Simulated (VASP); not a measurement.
# Mg6HO6 in VASP: a series of runs

The runs below take Mg6HO6 through single point, with PBE.

All numbers are computed with VASP 6.6.1; they aren't measurements. Logs are shortened: lines on timing, memory, paths and dates and some standing lists are left out, and cuts for length are marked.

## 1. The cell of the first run

The cell holds a slab with vacuum, 26 atoms: a = 5.325 Å, b = 5.325 Å, c = 17.434 Å, α = 90.00°, β = 90.00°, γ = 60.00°.

## 2. Single point, PBE

Input file INCAR:

```
SYSTEM = Mg6HO6
  ALGO = Normal
  EDIFF = 1E-6
  ENCUT = 520
  GGA = PE
  ISIF = 2
  ISMEAR = 0
  LASPH = .True.
  LCHARG = .False.
  LREAL = Auto
  LWAVE = .False.
  NBANDS = 68
  NELM = 80
  PREC = Accurate
  SIGMA = 0.05
```

Input file KPOINTS:

```
k-points
0
Gamma
  2 2 1
  0 0 0
```

Input file POSCAR:

```
Mg6HO6
1.0
    5.3245140000      0.0000000000      0.0000000000
    2.6622570000      4.6111640000      0.0000000000
    0.0000000000      0.0000000000     17.4343090000
Mg O H
12 12 2
Direct
    0.0000000000      0.0000000000      0.0573581666
    0.0000000939      0.5000000000      0.0573581666
    0.5000000000      0.0000000000      0.0573581666
    0.5000000939      0.5000000000      0.0573581666
    0.6667193671      0.6700887238      0.2005716430
    0.6666443289      0.1664594883      0.2004862366
    0.1642688039      0.6693375035      0.2002149899
    0.1673158376      0.1675936922      0.2005868429
    0.3293939132      0.3446554926      0.3461922121
    0.3320178082      0.8319829874      0.3456015377
    0.8325492756      0.3397931629      0.3421220766
    0.8230490639      0.8455771688      0.3590579357
    0.3333332033      0.8333334056      0.1196985782
    0.3333332972      0.3333334056      0.1196985782
    0.8333332033      0.8333334056      0.1196985782
    0.8333332972      0.3333334056      0.1196985782
   -0.0003706320      0.5033249739      0.2681447828
   -0.0014853068      0.0016781012      0.2688249933
    0.4987062988      0.5025102122      0.2664875906
    0.5006640658      1.0027424746      0.2703723446
    0.6569026870      0.1933271079      0.4165874885
    0.6575374448      0.6576159512      0.4164754680
    0.1644729414      0.1707184997      0.4084253640
    0.1730698686      0.6666392694      0.4176553255
    0.1844172384      0.1573472555      0.4633984060
    0.6401688103      0.3618832468      0.4460552466
```

Potentials or basis: VASP PAW PBE potentials, release 64 (Mg, O, H).

Started as:

```bash
$ cat potpaw_PBE.64/Mg/POTCAR potpaw_PBE.64/O/POTCAR potpaw_PBE.64/H/POTCAR > POTCAR
$ mpirun -np 1 vasp_std > vasp.out
```

OUTCAR:

```text
SYSTEM = Mg6HO6
   EDIFF = 1E-6
   ENCUT = 520
   GGA = PE
   ISIF = 2
   ISMEAR = 0
   LASPH = .True.
   LREAL = Auto
   NELM = 80
   PREC = Accurate

 ion  position               nearest neighbor table
   1  0.000  0.000  0.057-  13 1.88  16 1.88  15 1.88   4 2.66   2 2.66   3 2.66   3 2.66   2 2.66
                             4 2.66   7 2.92   6 2.93   8 2.94
   2  0.000  0.500  0.057-  14 1.88  15 1.88  16 1.88   1 2.66   3 2.66   4 2.66   4 2.66   3 2.66
                             1 2.66   7 2.93   8 2.93   5 2.93
   3  0.500  0.000  0.057-  15 1.88  14 1.88  13 1.88   2 2.66   4 2.66   1 2.66   1 2.66   4 2.66
                             2 2.66   5 2.92   6 2.93   8 2.93
   4  0.500  0.500  0.057-  16 1.88  13 1.88  14 1.88   3 2.66   1 2.66   2 2.66   2 2.66   1 2.66
                             3 2.66   6 2.93   7 2.93   5 2.94
   5  0.667  0.670  0.201-  19 1.93  17 1.94  20 1.96  15 2.07  13 2.09  16 2.10   6 2.64   7 2.65
                             8 2.65   8 2.67   7 2.68   6 2.68  11 2.90   3 2.92   2 2.93   4 2.94
   6  0.667  0.166  0.200-  19 1.93  18 1.94  20 1.95  15 2.08  14 2.08  16 2.09   5 2.64   7 2.65
                             8 2.66   8 2.67   7 2.68   5 2.68  11 2.92   3 2.93   1 2.93   4 2.93
   7  0.164  0.669  0.200-  19 1.93  17 1.93  18 1.94  15 2.07  13 2.08  14 2.09   5 2.65   6 2.65
                             8 2.66   8 2.66   6 2.68   5 2.68   1 2.92   2 2.93   4 2.93   9 2.95
   8  0.167  0.168  0.201-  17 1.95  18 1.95  20 1.96  14 2.08  16 2.09  13 2.09   5 2.65   6 2.66
                             7 2.66   7 2.66   6 2.67   5 2.67  11 2.91   2 2.93   3 2.93   1 2.94
   9  0.329  0.345  0.346-  23 1.90  24 1.94  21 1.95  17 2.04  19 2.05  20 2.06  10 2.60  12 2.65
                            11 2.66  11 2.67  12 2.69  10 2.72   7 2.95   6 2.98   8 2.98
  10  0.332  0.832  0.346-  23 1.91  22 1.95  24 1.95  18 2.04  20 2.04  19 2.05   9 2.60  11 2.64
                            12 2.66  11 2.68  12 2.68   9 2.72   7 2.96   5 2.96   8 2.96
  11  0.833  0.340  0.342-  23 1.92  22 1.96  21 1.97  17 2.00  18 2.02  19 2.03  26 2.06  10 2.64
                             9 2.66   9 2.67  12 2.67  10 2.68  12 2.68   5 2.90   8 2.91   6 2.92
  12  0.823  0.846  0.359-  21 1.89  24 1.91  22 1.91  20 2.14  18 2.19  17 2.24   9 2.65  10 2.66
                            11 2.67  11 2.68  10 2.68   9 2.69   6 3.14   5 3.16   7 3.19
  13  0.333  0.833  0.120-   1 1.88   4 1.88   3 1.88   7 2.08   5 2.09   8 2.09
  14  0.333  0.333  0.120-   2 1.88   3 1.88   4 1.88   8 2.08   6 2.08   7 2.09
  15  0.833  0.833  0.120-   3 1.88   2 1.88   1 1.88   7 2.07   5 2.07   6 2.08
  16  0.833  0.333  0.120-   4 1.88   1 1.88   2 1.88   6 2.09   8 2.09   5 2.10
  17  1.000  0.503  0.268-   7 1.93   5 1.94   8 1.95  11 2.00   9 2.04  12 2.24
  18  0.999  0.002  0.269-   6 1.94   7 1.94   8 1.95  11 2.02  10 2.04  12 2.19
  19  0.499  0.503  0.266-   7 1.93   5 1.93   6 1.93  11 2.03   9 2.05  10 2.05
  20  0.501  0.003  0.270-   6 1.95   5 1.96   8 1.96  10 2.04   9 2.06  12 2.14
  21  0.657  0.193  0.417-  26 1.00  12 1.89   9 1.95  11 1.97
  22  0.658  0.658  0.416-  12 1.91  10 1.95  11 1.96
  23  0.164  0.171  0.408-  25 0.96   9 1.90  10 1.91  11 1.92
  24  0.173  0.667  0.418-  12 1.91   9 1.94  10 1.95
  25  0.184  0.157  0.463-  23 0.96
  26  0.640  0.362  0.446-  21 1.00  11 2.06

[... 183 lines left out ...]
     AMIX_MAG =   1.60;   BMIX_MAG =  1.00
  volume/ion in A,a.u.               =      16.46       111.10
  Fermi-wavevector in a.u.,A,eV,Ry     =   1.001502  1.892564 13.646725  1.003006
  Thomas-Fermi vector in A             =   2.133928
   LORBIT       =      0    0 simple, 1 ext, 2 COOP (PROOUT), +10 PAW based schemes
   GGA     = PE    functional components
   LHFCALC =     F    Hartree Fock is set to
   AEXX    =    0.0000 exact exchange contribution
   IVDW    =     0    specifies the selected vdW correction
   LEPSILON=     F    determine dielectric tensor
   LRPA    =     F    only Hartree local field effects (RPA)
 non-spin polarized calculation
 Gauss-broadening in eV      SIGMA  =   0.05
  energy-cutoff  :      520.00
  volume of cell :      428.05
 maximum number of plane-waves:     11540
 NGX is ok and might be reduce to    40
   NGX = 19   NGY = 19   NGZ = 65

 number of electron      98.0000008 magnetization

 Free energy of the ion-electron system (eV)
  ---------------------------------------------------
  ext. energy  EPLUGINS =         0.00000000
  ---------------------------------------------------
  free energy    TOTEN  =      -126.01291022 eV

  energy without entropy =     -126.00499940  energy(sigma->0) =     -126.00895481

 E-fermi :  -0.4225     XC(G=0):  -6.5298

 val. band max:       -0.4922183511   @ k =   0.0000   0.5000   0.0000
 cond. band min:      -0.3739512542   @ k =   0.0000   0.5000   0.0000
 fundamental gap:      0.1182670968
 Fermi energy:        -0.4225056113

 k-point     1 :       0.0000    0.0000    0.0000
  band No.  band energies     occupation
      1     -21.0377      2.00000
      2     -19.7745      2.00000
      3     -19.5103      2.00000
      4     -19.4776      2.00000
      5     -19.4504      2.00000
      6     -19.2231      2.00000
[... 245 lines left out ...]
     60       7.3888      0.00000
     61       7.6342      0.00000
 [bands above 61 left out]

------------------------ aborting loop because EDIFF is reached ----------------------------------------

  FORCE on cell =-STRESS in cart. coord.  units (eV):
  Direction    XX          YY          ZZ          XY          YZ          ZX
  --------------------------------------------------------------------------------------
  -------------------------------------------------------------------------------------
  Total       81.8322740     85.3368375     10.0987079     -0.3643339     -1.1846924     -0.4510147
  in kB      306.2950099    319.4124543     37.7990697     -1.3636874     -4.4342575     -1.6881305
  external PRESSURE =     221.1688446 kB  Pullay stress =       0.0000000 kB

 VOLUME and BASIS-vectors are now :
 -----------------------------------------------------------------------------
  energy-cutoff  :      520.00
  volume of cell :      428.05
      direct lattice vectors                 reciprocal lattice vectors
     5.324514000  0.000000000  0.000000000     0.187810568 -0.108432491  0.000000000
     2.662257000  4.611164000  0.000000000     0.000000000  0.216864982  0.000000000
     0.000000000  0.000000000 17.434309000     0.000000000  0.000000000  0.057358167

 POSITION                                       TOTAL-FORCE (eV/Angst)
 -----------------------------------------------------------------------------------
      0.00000      0.00000      1.00000         0.008660      0.019228     -2.495697
      1.33113      2.30558      1.00000        -0.008431     -0.015108     -2.487031
      2.66226      0.00000      1.00000        -0.006574      0.008494     -2.509468
      3.99339      2.30558      1.00000         0.009674     -0.004613     -2.459681
      5.33390      3.08989      3.49683         0.000709      0.002510     -0.047183
      3.99272      0.76757      3.49534         0.007270      0.015887     -0.050048
[... 18 lines left out ...]
      1.40083      0.72555      8.07903         0.025008     -0.008644      0.076600
      4.37201      1.66870      7.77667        -0.209193     -0.296302      0.215574
 -----------------------------------------------------------------------------------
    total drift:                               -0.010798     -0.012052     -0.039871

  FREE ENERGIE OF THE ION-ELECTRON SYSTEM (eV)
  ---------------------------------------------------
  free  energy   TOTEN  =      -126.0129102182 eV

  energy  without entropy=     -126.0049993968  energy(sigma->0) =     -126.00895481
```

OSZICAR:

```text
N       E                     dE             d eps       ncg     rms          rms(c)
DAV:   1     0.813813992599E+03    0.81381E+03   -0.44493E+04   544   0.123E+03
DAV:   2    -0.447141884813E+02   -0.85853E+03   -0.80982E+03   736   0.304E+02
DAV:   3    -0.152303087103E+03   -0.10759E+03   -0.10689E+03   664   0.113E+02
[... 19 lines left out ...]
DAV:  23    -0.126012677427E+03   -0.24379E-03   -0.49391E-05   600   0.245E-02    0.844E-02
DAV:  24    -0.126012861508E+03   -0.18408E-03   -0.16590E-05   592   0.183E-02    0.769E-02
DAV:  25    -0.126012891463E+03   -0.29955E-04   -0.41859E-06   632   0.731E-03    0.658E-02
DAV:  26    -0.126012910598E+03   -0.19134E-04   -0.18808E-06   472   0.515E-03    0.523E-02
DAV:  27    -0.126012910218E+03    0.37956E-06   -0.67192E-07   464   0.449E-03
   1 F= -.12601291E+03 E0= -.12600895E+03  d E =-.791082E-02
```

Wall time 3 min (1 thread of Intel Xeon 6975P-C (Granite Rapids), shared host); peak memory 0.52 GiB.

Results:

```yaml
Free_energy: -126.0129 eV
Largest_force: 2.564 eV/Å
Band_gap_on_the_k_mesh: zero (bands 49 and 50 overlap by 0.33 eV)
```

Forces in eV/Å, atoms in the order of the input:
```
Mg   0.009  0.019 -2.496
Mg  -0.008 -0.015 -2.487
Mg  -0.007  0.008 -2.509
Mg   0.010 -0.005 -2.460
Mg   0.001  0.003 -0.047
Mg   0.007  0.016 -0.050
Mg   0.009  0.006 -0.042
Mg  -0.001  0.012 -0.040
Mg  -0.007 -0.007 -0.051
Mg   0.022  0.042 -0.078
Mg   0.029  0.026  0.014
Mg   0.055  0.051 -0.177
O    0.035  0.074  2.563
O   -0.012 -0.025  2.518
O   -0.019  0.053  2.552
O    0.028  0.005  2.503
O    0.000  0.011  0.028
O   -0.003  0.012  0.037
O    0.006  0.012  0.044
O    0.006  0.019  0.007
O   -0.044 -0.097 -0.088
O    0.058  0.049  0.002
O   -0.015  0.041 -0.057
O    0.025 -0.003  0.023
H    0.025 -0.009  0.077
H   -0.209 -0.296  0.216
```

Levels at points of the mesh, in eV from the Fermi level:
```tsv
k point	band 47	band 48	band 49	band 50	band 51	band 52
(0.00, 0.00, 0.00)	-0.30	0.08	0.25	2.87	2.89	2.90
(0.50, 0.00, 0.00)	-0.40	-0.26	-0.08	-0.08	2.44	2.44
(0.50, 0.50, 0.00)	-0.30	-0.15	-0.08	-0.07	2.44	2.44
(0.00, 0.50, 0.00)	-0.62	-0.08	-0.07	0.05	2.44	2.44
```

Caveat: the k points lie up to 0.68 Å⁻¹ apart.

## 3. Single point, PBE

Input file INCAR:

```
PREC = Accurate
ENCUT = 520
EDIFF = 1E-6
ISMEAR = 0
SIGMA = 0.05
LREAL = Auto
LASPH = T
NELM = 60
ALGO = Normal
ISIF = 2
LWAVE = F
LCHARG = T
GGA = PE
LELF = T
LVHAR = T
NBANDS = 68
```

Input file KPOINTS:

```
regular mesh
0
Gamma
  2 2 1
```

Input file POSCAR:

```
Mg6HO6
1.0
    5.3245140000      0.0000000000      0.0000000000
    2.6622570000      4.6111640000      0.0000000000
    0.0000000000      0.0000000000     17.4343090000
Mg O H
12 12 2
Direct
    0.0000000000      0.0000000000      0.0573581666
    0.0000000939      0.5000000000      0.0573581666
    0.5000000000      0.0000000000      0.0573581666
    0.5000000939      0.5000000000      0.0573581666
    0.6666185866      0.6668830256      0.2004778050
    0.6666474875      0.1632329711      0.2005472657
    0.1642858465      0.6663438993      0.2001943409
    0.1672994443      0.1651034316      0.2005602860
    0.3320835765      0.3360281699      0.3457503248
    0.3293588838      0.8260573686      0.3461602063
    0.8325890445      0.3276595671      0.3421309098
    0.8231158479      0.8313566813      0.3588932604
    0.3333332033      0.8333334056      0.1196985782
    0.3333332972      0.3333334056      0.1196985782
    0.8333332033      0.8333334056      0.1196985782
    0.8333332972      0.3333334056      0.1196985782
   -0.0014471505      0.4997599305      0.2688413977
   -0.0003814329     -0.0029370025      0.2680846714
    0.4987306785      0.4987608335      0.2664885084
    0.5006158872      0.9966459662      0.2703460172
    0.6580281736      0.1847487966      0.4165012792
    0.6569208096      0.6503019628      0.4165791716
    0.1643977315      0.1649175783      0.4084726845
    0.1729347006      0.6607689512      0.4176445421
    0.1841504721      0.1555203849      0.4634545596
    0.6402866917      0.4985786669      0.4461208070
```

Potentials or basis: VASP PAW PBE potentials, release 64 (Mg, O, H).

Started as:

```bash
$ cat potpaw_PBE.64/Mg/POTCAR potpaw_PBE.64/O/POTCAR potpaw_PBE.64/H/POTCAR > POTCAR
$ mpirun -np 1 vasp_std > vasp.out
```

OUTCAR:

```text
PREC = Accurate
   ENCUT = 520
   EDIFF = 1E-6
   ISMEAR = 0
   LREAL = Auto
   LASPH = T
   NELM = 60
   ISIF = 2
   GGA = PE

 ion  position               nearest neighbor table
   1  0.000  0.000  0.057-  13 1.88  16 1.88  15 1.88   4 2.66   2 2.66   3 2.66   3 2.66   2 2.66
                             4 2.66   7 2.93   8 2.93   6 2.93
   2  0.000  0.500  0.057-  14 1.88  15 1.88  16 1.88   1 2.66   3 2.66   4 2.66   4 2.66   3 2.66
                             1 2.66   7 2.92   5 2.93   8 2.94
   3  0.500  0.000  0.057-  15 1.88  14 1.88  13 1.88   2 2.66   4 2.66   1 2.66   1 2.66   4 2.66
                             2 2.66   6 2.92   5 2.93   8 2.93
   4  0.500  0.500  0.057-  16 1.88  13 1.88  14 1.88   3 2.66   1 2.66   2 2.66   2 2.66   1 2.66
                             3 2.66   5 2.93   7 2.93   6 2.94
   5  0.667  0.667  0.200-  19 1.93  17 1.94  20 1.95  15 2.08  13 2.08  16 2.09   6 2.64   7 2.65
                             8 2.66   8 2.67   7 2.68   6 2.68  11 2.92   3 2.93   2 2.93   4 2.93
   6  0.667  0.163  0.201-  19 1.93  18 1.93  20 1.96  15 2.07  14 2.09  16 2.10   5 2.64   7 2.65
                             8 2.65   8 2.67   7 2.68   5 2.68  11 2.90   3 2.92   1 2.93   4 2.94
   7  0.164  0.666  0.200-  19 1.93  18 1.93  17 1.94  15 2.07  14 2.08  13 2.09   6 2.65   5 2.65
                             8 2.66   8 2.66   5 2.68   6 2.68   2 2.92   1 2.93   4 2.93  10 2.95
   8  0.167  0.165  0.201-  18 1.94  17 1.95  20 1.96  13 2.08  16 2.09  14 2.09   6 2.65   5 2.66
                             7 2.66   7 2.66   5 2.67   6 2.67  11 2.91   1 2.93   3 2.93   2 2.94
   9  0.332  0.336  0.346-  23 1.91  21 1.95  24 1.95  17 2.04  20 2.04  19 2.05  10 2.60  11 2.64
                            12 2.66  11 2.68  12 2.68  10 2.72   7 2.96   6 2.96   8 2.97
  10  0.329  0.826  0.346-  23 1.90  24 1.94  22 1.95  18 2.04  19 2.05  20 2.06   9 2.60  12 2.65
                            11 2.66  11 2.67  12 2.69   9 2.72   7 2.95   5 2.98   8 2.98
  11  0.833  0.328  0.342-  23 1.92  21 1.96  22 1.98  18 2.00  17 2.02  19 2.03  26 2.06   9 2.64
                            10 2.66  10 2.67  12 2.67   9 2.68  12 2.68   6 2.90   8 2.91   5 2.92
  12  0.823  0.831  0.359-  22 1.89  24 1.91  21 1.92  20 2.14  17 2.19  18 2.24  10 2.65   9 2.66
                            11 2.67  11 2.68   9 2.68  10 2.69   5 3.13   6 3.16   7 3.18
  13  0.333  0.833  0.120-   1 1.88   4 1.88   3 1.88   8 2.08   5 2.08   7 2.09
  14  0.333  0.333  0.120-   2 1.88   3 1.88   4 1.88   7 2.08   6 2.09   8 2.09
  15  0.833  0.833  0.120-   3 1.88   2 1.88   1 1.88   7 2.07   6 2.07   5 2.08
[... 213 lines left out ...]

 number of electron      98.0000008 magnetization

 Free energy of the ion-electron system (eV)
  ---------------------------------------------------
  ext. energy  EPLUGINS =         0.00000000
  ---------------------------------------------------
  free energy    TOTEN  =      -126.01503673 eV

  energy without entropy =     -126.00606957  energy(sigma->0) =     -126.01055315

 E-fermi :  -0.4214     XC(G=0):  -6.5306

 val. band max:       -0.4889399707   @ k =   0.5000   0.5000   0.0000
 cond. band min:      -0.3751110165   @ k =   0.5000   0.5000   0.0000
 fundamental gap:      0.1138289542
 Fermi energy:        -0.4214001894

 k-point     1 :       0.0000    0.0000    0.0000
  band No.  band energies     occupation
      1     -21.0367      2.00000
      2     -19.7751      2.00000
      3     -19.5089      2.00000
      4     -19.4769      2.00000
      5     -19.4493      2.00000
      6     -19.2262      2.00000
[... 245 lines left out ...]
     60       7.2957      0.00000
     61       7.6357      0.00000
 [bands above 61 left out]

------------------------ aborting loop because EDIFF is reached ----------------------------------------

  FORCE on cell =-STRESS in cart. coord.  units (eV):
  Direction    XX          YY          ZZ          XY          YZ          ZX
  --------------------------------------------------------------------------------------
  -------------------------------------------------------------------------------------
  Total       84.9678259     82.5448642     10.2170099      1.3290744      0.9547556      0.7686172
  in kB      318.0312584    308.9622073     38.2418694      4.9746736      3.5736128      2.8769043
  external PRESSURE =     221.7451117 kB  Pullay stress =       0.0000000 kB

 VOLUME and BASIS-vectors are now :
 -----------------------------------------------------------------------------
  energy-cutoff  :      520.00
  volume of cell :      428.05
      direct lattice vectors                 reciprocal lattice vectors
     5.324514000  0.000000000  0.000000000     0.187810568 -0.108432491  0.000000000
     2.662257000  4.611164000  0.000000000     0.000000000  0.216864982  0.000000000
     0.000000000  0.000000000 17.434309000     0.000000000  0.000000000  0.057358167

 POSITION                                       TOTAL-FORCE (eV/Angst)
 -----------------------------------------------------------------------------------
      0.00000      0.00000      1.00000         0.008274      0.014110     -2.485304
      1.33113      2.30558      1.00000        -0.012303     -0.016262     -2.494712
      2.66226      0.00000      1.00000        -0.010232      0.000823     -2.508328
      3.99339      2.30558      1.00000         0.008676     -0.005779     -2.458737
      5.32483      3.07511      3.49519        -0.007484     -0.014507     -0.048323
      3.98414      0.75269      3.49640         0.000913     -0.003260     -0.044072
[... 18 lines left out ...]
      1.39455      0.71713      8.08001         0.022661     -0.012866      0.076122
      4.73656      2.29903      7.77781         0.156163      0.334539      0.205954
 -----------------------------------------------------------------------------------
    total drift:                                0.006457      0.016701     -0.026173

  FREE ENERGIE OF THE ION-ELECTRON SYSTEM (eV)
  ---------------------------------------------------
  free  energy   TOTEN  =      -126.0150367262 eV

  energy  without entropy=     -126.0060695668  energy(sigma->0) =     -126.01055315
```

Wall time 5.3 min (1 thread of Intel Xeon 6975P-C (Granite Rapids), shared host); peak memory 0.51 GiB.

What came out:

| Quantity | Value |
| --- | --- |
| Free energy | -126.0150 eV |
| Largest force | 2.560 eV/Å |
| Band gap on the k mesh | zero (bands 49 and 50 overlap by 0.32 eV) |

Forces on the atoms (eV/Å):
```
Mg   0.008  0.014 -2.485
Mg  -0.012 -0.016 -2.495
Mg  -0.010  0.001 -2.508
Mg   0.009 -0.006 -2.459
Mg  -0.007 -0.015 -0.048
Mg   0.001 -0.003 -0.044
Mg   0.000 -0.009 -0.037
Mg  -0.011 -0.004 -0.036
Mg  -0.019 -0.036 -0.065
Mg   0.001  0.006 -0.052
Mg  -0.011 -0.033  0.019
Mg   0.004 -0.058 -0.161
O    0.016  0.022  2.512
O   -0.047 -0.067  2.559
O   -0.056 -0.011  2.548
O    0.010 -0.025  2.498
O   -0.009 -0.003  0.041
O   -0.011 -0.006  0.036
O   -0.011 -0.010  0.050
O   -0.012 -0.012  0.016
O   -0.025 -0.082 -0.019
O    0.045  0.060 -0.090
O   -0.039 -0.009 -0.065
O    0.008 -0.020  0.003
H    0.023 -0.013  0.076
H    0.156  0.335  0.206
```

Caveat: the k points lie up to 0.68 Å⁻¹ apart.
